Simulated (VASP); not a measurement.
# Sb (Cmce) in VASP: notebook

Sb is run at these levels: PBE; tasks: single point, relaxation of cell and atoms.

Everything below comes from runs of VASP 6.6.1. Logs are shortened: lines on timing, memory, paths and dates and some standing lists are left out, and cuts for length are marked.

## (1) The cell of the first run

It takes space group Cmce (No. 64, orthorhombic). The conventional cell has a = 4.354 Å, b = 12.453 Å, c = 4.828 Å, α = 90.00°, β = 90.00°, γ = 90.00°. Sb (site symmetry m) has 5 Sb at 2.90 to 3.61 Å within 3.8 Å.

## (2) Single point, PBE

File INCAR:

```
ALGO = Normal
EDIFF = 1E-7
ENCUT = 520
GGA = PE
ISIF = 2
ISMEAR = -1
LASPH = T
LCHARG = F
LREAL = F
LWAVE = F
NBANDS = 18
NELM = 100
PREC = Accurate
SIGMA = 0.0769
```

File KPOINTS:

```
k-points
0
Gamma
  6 6 6
```

File POSCAR:

```
Sb
1.0
   -4.3542826304      0.0000000000      0.0000000000
    0.0000000000     -4.8281541236      0.0000000000
    2.1771413152      0.0000000000      6.2264704703
Sb
4
Direct
    0.1147731418      0.9523227479      0.2295462835
    0.6147731418      0.5476772521      0.2295462835
    0.8852268582      0.0476772521      0.7704537165
    0.3852268582      0.4523227479      0.7704537165
```

Potentials or basis: VASP PAW PBE potentials, release 64 (Sb).

Launch:

```console
cat potpaw_PBE.64/Sb/POTCAR > POTCAR
mpirun -np 1 vasp_std > vasp.out
```

OUTCAR:

```text
EDIFF = 1E-7
   ENCUT = 520
   GGA = PE
   ISIF = 2
   ISMEAR = -1
   LASPH = T
   LREAL = F
   NELM = 100
   PREC = Accurate

 ion  position               nearest neighbor table
   1  0.115  0.952  0.230-   3 2.90   2 2.93   2 2.93   2 3.61   2 3.61
   2  0.615  0.548  0.230-   4 2.90   1 2.93   1 2.93   1 3.61   1 3.61
   3  0.885  0.048  0.770-   1 2.90   4 2.93   4 2.93   4 3.61   4 3.61
   4  0.385  0.452  0.770-   2 2.90   3 2.93   3 2.93   3 3.61   3 3.61

  LATTYP: Found a base centered orthorhombic cell.
 ALAT       =     4.3542826304
 B/A-ratio  =     2.8599294069
 C/A-ratio  =     1.1088288321

  Lattice vectors:

 A1 = (   2.1771413152,   0.0000000000,  -6.2264704703)
 A2 = (   2.1771413152,   0.0000000000,   6.2264704703)
 A3 = (   0.0000000000,  -4.8281541236,   0.0000000000)

Analysis of symmetry for initial positions (statically):
=====================================================================
 Subroutine PRICEL returns:
 Original cell was already a primitive cell.

 Routine SETGRP: Setting up the symmetry group for a
 base centered orthorhombic supercell.

 Subroutine GETGRP returns: Found  8 space group operations
 (whereof  4 operations were pure point group operations)
 out of a pool of  8 trial point group operations.

The static configuration has the point symmetry C_2h.
 The point group associated with its full space group is D_2h.

Analysis of symmetry for dynamics (positions and initial velocities):
=====================================================================
 Subroutine PRICEL returns:
 Original cell was already a primitive cell.

 Routine SETGRP: Setting up the symmetry group for a
 base centered orthorhombic supercell.

 Subroutine GETGRP returns: Found  8 space group operations
 (whereof  4 operations were pure point group operations)
 out of a pool of  8 trial point group operations.

The dynamic configuration has the point symmetry C_2h.
 The point group associated with its full space group is D_2h.

 Subroutine INISYM returns: Found  8 space group operations
 (whereof  4 operations are pure point group operations),
 and found     1 'primitive' translations

----------------------------------------------------------------------------------------

                                     Primitive cell

  volume of cell :     130.9000

  direct lattice vectors                    reciprocal lattice vectors
    -4.354282630  0.000000000  0.000000000    -0.229658955  0.000000000  0.080302316
     0.000000000 -4.828154124  0.000000000     0.000000000 -0.207118492  0.000000000
     2.177141315  0.000000000  6.226470470     0.000000000  0.000000000  0.160604632

  length of vectors
     4.354282630  4.828154124  6.596126047     0.243293440  0.207118492  0.160604632

  position of ions in fractional coordinates (direct lattice)
     0.114773142  0.952322748  0.229546283
     0.614773142  0.547677252  0.229546283
     0.885226858  0.047677252  0.770453717
     0.385226858  0.452322748  0.770453717

  ion indices of the primitive-cell ions
   primitive index   ion index
                 1           1
                 2           2
                 3           3
                 4           4

----------------------------------------------------------------------------------------

 KPOINTS: k-points

Automatic generation of k-mesh.
 Grid dimensions read from file:
 generate k-points for:    6    6    6

 Generating k-lattice:

  Cartesian coordinates                     Fractional coordinates (reciprocal lattice)
    -0.038276493  0.000000000  0.013383719     0.166666667  0.000000000  0.000000000
     0.000000000 -0.034519749  0.000000000     0.000000000  0.166666667  0.000000000
     0.000000000  0.000000000  0.026767439     0.000000000  0.000000000  0.166666667

  Length of vectors
     0.040548907  0.034519749  0.026767439

  Shift w.r.t. Gamma in fractional coordinates (k-lattice)
     0.000000000  0.000000000  0.000000000

 Subroutine IBZKPT returns following result:
 ===========================================

 Found     52 irreducible k-points:

 Following reciprocal coordinates:
            Coordinates               Weight
  0.000000  0.000000  0.000000      1.000000
  0.166667  0.000000  0.000000      4.000000
  0.333333  0.000000  0.000000      4.000000
  0.500000  0.000000  0.000000      2.000000
  0.000000  0.166667  0.000000      2.000000
  0.166667  0.166667  0.000000      8.000000
[... 16 lines left out ...]
  0.166667  0.166667  0.166667      8.000000
  0.333333  0.166667  0.166667      8.000000
 [... further k-points ...]
   k-points           NKPTS =     52   k-points in BZ     NKDIM =     52   number of bands    NBANDS=     18
   number of dos      NEDOS =    301   number of ions     NIONS =      4
   total plane-waves  NPLWV =  57600
   dimension x,y,z NGX =    32 NGY =   36 NGZ =   50
   dimension x,y,z NGXF=    64 NGYF=   72 NGZF=  100
   ions per type =               4
   NGX,Y,Z   is equivalent  to a cutoff of  12.22, 12.40, 12.60 a.u.
   NGXF,Y,Z  is equivalent  to a cutoff of  24.44, 24.79, 25.20 a.u.
 SYSTEM =  unknown system
   PREC   = accura    normal or accurate (medium, high low for compatibility)
   ISTART =      0    job   : 0-new  1-cont  2-samecut
   ICHARG =      2    charge: 1-file 2-atom 10-const
   ISPIN  =      1    spin polarized calculation?
   LNONCOLLINEAR =      F non collinear calculations
   LSORBIT =      F    spin-orbit coupling
   LASPH  =      T    aspherical Exc in radial PAW
   ENCUT  =  520.0 eV  38.22 Ry    6.18 a.u.   8.10  8.98 12.26*2*pi/ulx,y,z
   NELM   =    100;   NELMIN=  2; NELMDL= -5     # of ELM steps
   EDIFF  = 0.1E-06   stopping-criterion for ELM
   LREAL  =      F    real-space projection
   EDIFFG = 0.1E-05   stopping-criterion for IOM
   NSW    =      0    number of steps for IOM
   IBRION =     -1    ionic relax: 0-MD 1-quasi-New 2-CG
   NFREE  =      0    steps in history (QN), initial steepest desc. (CG)
   ISIF   =      2    stress and relaxation
   ISYM   =      2    0-nonsym 1-usesym 2-fastsym
   POTIM  = 0.5000    time-step for ionic-motion
   TEBEG  =    0.0;   TEEND  =   0.0 temperature during run
   PSTRESS=    0.0 pullay stress
   NELECT =      20.0000    total number of electrons
   NUPDOWN=      -1.0000    fix difference up-down
   EMIN   =  10.00;   EMAX   =-10.00  energy-range for DOS
   EFERMI =   0.00;   METHOD = LEGACY
   ISMEAR =    -1;   SIGMA  =   0.08  broadening in eV -4-tet -1-fermi 0-gaus
   EFERMI_NEDOS =   21; number of points for ismear=-14 and -15
   IALGO  =     38    algorithm
   IMIX   =      4    mixing-type and parameters
     AMIX     =   0.40;   BMIX     =  1.00
     AMIX_MAG =   1.60;   BMIX_MAG =  1.00
  volume/ion in A,a.u.               =      32.73       220.84
  Fermi-wavevector in a.u.,A,eV,Ry     =   0.875195  1.653879 10.421609  0.765967
  Thomas-Fermi vector in A             =   1.994832
   LORBIT       =      0    0 simple, 1 ext, 2 COOP (PROOUT), +10 PAW based schemes
   GGA     = PE    functional components
   LHFCALC =     F    Hartree Fock is set to
   AEXX    =    0.0000 exact exchange contribution
   IVDW    =     0    specifies the selected vdW correction
   LEPSILON=     F    determine dielectric tensor
   LRPA    =     F    only Hartree local field effects (RPA)
 non-spin polarized calculation
  energy-cutoff  :      520.00
  volume of cell :      130.90
 maximum number of plane-waves:      3546
   NGX = 17   NGY = 17   NGZ = 25

 number of electron      20.0000002 magnetization

 Free energy of the ion-electron system (eV)
  ---------------------------------------------------
  ext. energy  EPLUGINS =         0.00000000
  ---------------------------------------------------
  free energy    TOTEN  =       -16.37428563 eV

  energy without entropy =      -16.36332129  energy(sigma->0) =      -16.36880346

 E-fermi :   6.0925     XC(G=0):  -9.1818

 val. band max:        6.0289667146   @ k =   0.0000   0.1667   0.5000
 cond. band min:       6.1175255330   @ k =   0.0000   0.3333   0.3333
 fundamental gap:      0.0885588183
 Fermi energy:         6.0924887316

 k-point     1 :       0.0000    0.0000    0.0000
  band No.  band energies     occupation
      1      -5.9554      2.00000
      2      -3.6986      2.00000
      3      -1.5465      2.00000
      4       0.7919      2.00000
      5       1.2416      2.00000
      6       2.7512      2.00000
[... 10 lines left out ...]
     17      11.3449      0.00000
     18      11.5929      0.00000

 k-point     2 :       0.1667    0.0000    0.0000
  band No.  band energies     occupation
      1      -5.7369      2.00000
      2      -3.5461      2.00000
      3      -1.9197      2.00000
      4       0.0717      2.00000
      5       1.5251      2.00000
      6       2.9896      2.00000
[... 10 lines left out ...]
     17      10.4828      0.00000
     18      11.6284      0.00000

 k-point     3 :       0.3333    0.0000    0.0000
  band No.  band energies     occupation
      1      -5.0965      2.00000
      2      -3.0807      2.00000
      3      -2.9108      2.00000
      4      -1.1946      2.00000
      5       2.3318      2.00000
      6       3.4034      2.00000
[... 10 lines left out ...]
     17      11.7813      0.00000
     18      11.9451      0.00000

 k-point     4 :       0.5000    0.0000    0.0000
  band No.  band energies     occupation
      1      -4.0968      2.00000
      2      -4.0968      2.00000
      3      -2.2919      2.00000
      4      -2.2919      2.00000
      5       3.4234      2.00000
      6       3.4234      2.00000
[... 375 lines left out ...]
      4       0.1646      2.00000
      5       1.8118      2.00000
      6       3.3247      2.00000
[... 10 lines left out ...]
     17      10.9699      0.00000
     18      11.8563      0.00000

 k-point    23 :       0.1667    0.1667    0.1667
  band No.  band energies     occupation
      1      -5.4661      2.00000
      2      -3.8293      2.00000
      3      -2.1142      2.00000
      4      -0.2492      2.00000
      5       2.1834      2.00000
      6       2.6721      2.00000
[... 10 lines left out ...]
     17      11.3668      0.00000
     18      11.8073      0.00000

 k-point    24 :       0.3333    0.1667    0.1667
  band No.  band energies     occupation
      1      -4.8093      2.00000
      2      -3.4525      2.00000
      3      -2.9083      2.00000
      4      -1.0467      2.00000
      5       2.1900      2.00000
      6       2.9926      2.00000
[... 10 lines left out ...]
     17      11.5302      0.00000
     18      12.0998      0.00000

 [... further k-points ...]

------------------------ aborting loop because EDIFF is reached ----------------------------------------

  FORCE on cell =-STRESS in cart. coord.  units (eV):
  Direction    XX          YY          ZZ          XY          YZ          ZX
  --------------------------------------------------------------------------------------
  -------------------------------------------------------------------------------------
  Total        0.0367364      0.0270099      0.1121978      0.0000000      0.0000000      0.0000000
  in kB        0.4496430      0.3305929      1.3732681      0.0000000      0.0000000      0.0000000
  external PRESSURE =       0.7178347 kB  Pullay stress =       0.0000000 kB

 VOLUME and BASIS-vectors are now :
 -----------------------------------------------------------------------------
  energy-cutoff  :      520.00
  volume of cell :      130.90
      direct lattice vectors                 reciprocal lattice vectors
    -4.354282630  0.000000000  0.000000000    -0.229658955  0.000000000  0.080302316
     0.000000000 -4.828154124  0.000000000     0.000000000 -0.207118492  0.000000000
     2.177141315  0.000000000  6.226470470     0.000000000  0.000000000  0.160604632

 POSITION                                       TOTAL-FORCE (eV/Angst)
 -----------------------------------------------------------------------------------
     -0.00000     -4.59796      1.42926         0.000000     -0.028221      0.031464
     -2.17714     -2.64427      1.42926         0.000000      0.028221      0.031464
     -2.17714     -0.23019      4.79721         0.000000      0.028221     -0.031464
      0.00000     -2.18388      4.79721         0.000000     -0.028221     -0.031464
 -----------------------------------------------------------------------------------
    total drift:                               -0.000000     -0.000000     -0.000000

  FREE ENERGIE OF THE ION-ELECTRON SYSTEM (eV)
  ---------------------------------------------------
  free  energy   TOTEN  =       -16.3742856272 eV

  energy  without entropy=      -16.3633212862  energy(sigma->0) =      -16.36880346
```

Wall time 62 s (1 thread of Intel Xeon Platinum 8488C (Sapphire Rapids), shared host); peak memory 0.27 GiB.

What came out:

```
Free energy            : -16.3743 eV
Pressure               : 0.1 GPa
Largest force          : 0.042 eV/Å
Band gap on the k mesh : zero (band 10 reaches 6.18 eV, above the bottom of band 11 at 6.02 eV)
```

Forces in eV/Å, atoms in the order of the input:
```
Sb   0.000 -0.028  0.031
Sb   0.000  0.028  0.031
Sb   0.000  0.028 -0.031
Sb   0.000 -0.028 -0.031
```

Levels at points of the mesh, in eV from the Fermi level:
```tsv
k point	band 8	band 9	band 10	band 11	band 12	band 13
(0.00, 0.00, 0.00)	-1.92	-1.56	-0.61	1.90	2.25	2.30
(0.50, 0.00, 0.00)	-1.81	-1.46	-1.46	0.65	0.65	1.08
(0.00, 0.50, 0.00)	-1.55	-0.39	-0.39	0.58	0.58	1.13
(0.50, 0.50, 0.00)	-3.74	-1.50	-1.50	1.68	1.68	4.49
(0.00, 0.00, 0.50)	-1.46	-1.23	-0.48	-0.08	1.98	1.99
(0.00, 0.50, 0.50)	-1.34	-0.80	-0.80	1.10	1.10	1.38
```

Caveat: spin-orbit coupling is left out, which moves the levels of the heavy elements.

## (3) Relaxation of cell and atoms, PBE

This run uses another cell than the first one, of 28.92 Å³/atom, 0.884 times its volume.

File INCAR:

```
SYSTEM = Sb
PREC = Accurate
ENCUT = 600
EDIFF = 1E-6
ISMEAR = -1
SIGMA = 0.0769
LREAL = .False.
LASPH = .True.
NELM = 100
ALGO = Normal
ISIF = 3
LWAVE = .False.
LCHARG = .False.
GGA = PE
IBRION = 2
NSW = 60
EDIFFG = -0.01
```

File KPOINTS:

```
regular mesh
0
Gamma
  6 6 6
  0 0 0
```

File POSCAR:

```
Sb
1.0
   -3.9684940000      0.0000000000      0.0000000000
    0.0000000000     -4.8649580000      0.0000000000
    1.9842470000      0.0000000000      5.9910050000
Sb
4
Direct
    0.0980000000      0.9100000000      0.1960000000
    0.5980000000      0.5900000000      0.1960000000
    0.9020000000      0.0900000000      0.8040000000
    0.4020000000      0.4100000000      0.8040000000
```

Potentials or basis: VASP PAW PBE potentials, release 64 (Sb).

Launch:

```console
cat potpaw_PBE.64/Sb/POTCAR > POTCAR
mpirun -np 1 vasp_std > vasp.out
```

It took 10 min on 1 thread of Intel Xeon Platinum 8488C (Sapphire Rapids), shared host; peak memory 0.3 GiB.

The run converged. Its results:

```
Free energy                            : -16.3745 eV
Relaxed volume                         : 32.57 Å³/atom
Relaxed cell                           : a = 4.361 Å, b = 4.804 Å, c = 6.591 Å, α = 90.00°, β = 109.32°, γ = 90.00°
Space group after relaxing (to 0.05 Å) : Cmce (No. 64)
Energy gained by relaxing              : 1020.8 meV/atom
Ionic steps                            : 22
Pressure after relaxing                : 0.0 GPa
Largest force after relaxing           : 0.007 eV/Å
Band gap on the k mesh                 : zero (band 10 reaches 6.22 eV, above the bottom of band 11 at 6.05 eV)
```

Forces on the atoms (eV/Å):
```
Sb   0.000 -0.006  0.004
Sb   0.000  0.006  0.004
Sb   0.000  0.006 -0.004
Sb   0.000 -0.006 -0.004
```

The path:
| step | energy change (eV) | largest force (eV/Å) | pressure (GPa) | volume (Å³) |
| --- | --- | --- | --- | --- |
| 1 | 0.0000 | 5.6253 | 29.38 | 115.67 |
| 2 | -0.5153 | 1.7095 | -7.15 | 228.94 |
| 3 | -3.8610 | 0.2405 | -2.18 | 158.17 |
| 4 | -3.8962 | 0.3130 | -1.29 | 154.84 |
| 5 | -3.9048 | 0.4576 | -0.46 | 152.06 |
| 6 | -3.9044 | 0.4113 | -0.71 | 152.85 |
| 7 | -3.9468 | 0.2714 | -0.69 | 150.86 |
| 8 | -3.9850 | 0.1855 | -0.65 | 147.10 |
| 9 | -4.0041 | 0.1930 | 0.22 | 142.26 |
| 10 | -4.0044 | 0.1767 | 0.12 | 142.75 |
| 11 | -4.0205 | 0.1371 | 0.01 | 141.04 |
| 12 | -4.0548 | 0.0951 | -0.23 | 135.90 |
| 13 | -4.0304 | 0.2499 | 0.04 | 125.58 |
| 14 | -4.0630 | 0.1487 | -0.19 | 132.73 |
| 15 | -4.0783 | 0.0491 | -0.03 | 130.92 |
| 16 | -4.0804 | 0.0738 | 0.08 | 129.96 |
| 17 | -4.0818 | 0.0565 | 0.03 | 130.11 |
| 18 | -4.0829 | 0.0205 | -0.08 | 130.44 |
| 19 | -4.0831 | 0.0157 | 0.05 | 130.15 |
| 20 | -4.0831 | 0.0141 | 0.04 | 130.19 |
| 21 | -4.0831 | 0.0112 | 0.03 | 130.21 |
| 22 | -4.0833 | 0.0073 | 0.02 | 130.29 |

Final structure:
```
Sb
1.0
    -4.36097    0.00000    0.00000
     0.00000   -4.80362    0.00000
     2.18048    0.00000    6.21958
Sb
4
Direct
  0.11518 0.95355 0.23036
  0.61518 0.54645 0.23036
  0.88482 0.04645 0.76964
  0.38482 0.45355 0.76964
```

Levels at points of the mesh, in eV from the Fermi level:
```csv
k point,band 8,band 9,band 10,band 11,band 12,band 13
"(0.00, 0.00, 0.00)",-1.94,-1.54,-0.58,1.94,2.29,2.36
"(0.50, 0.00, 0.00)",-1.77,-1.41,-1.41,0.64,0.64,1.10
"(0.00, 0.50, 0.00)",-1.53,-0.37,-0.37,0.58,0.58,1.09
"(0.50, 0.50, 0.00)",-3.74,-1.50,-1.50,1.68,1.68,4.56
"(0.00, 0.00, 0.50)",-1.48,-1.23,-0.50,-0.07,2.01,2.03
"(0.00, 0.50, 0.50)",-1.32,-0.78,-0.78,1.08,1.08,1.40
```

Caveat: spin-orbit coupling is left out, which moves the levels of the heavy elements.
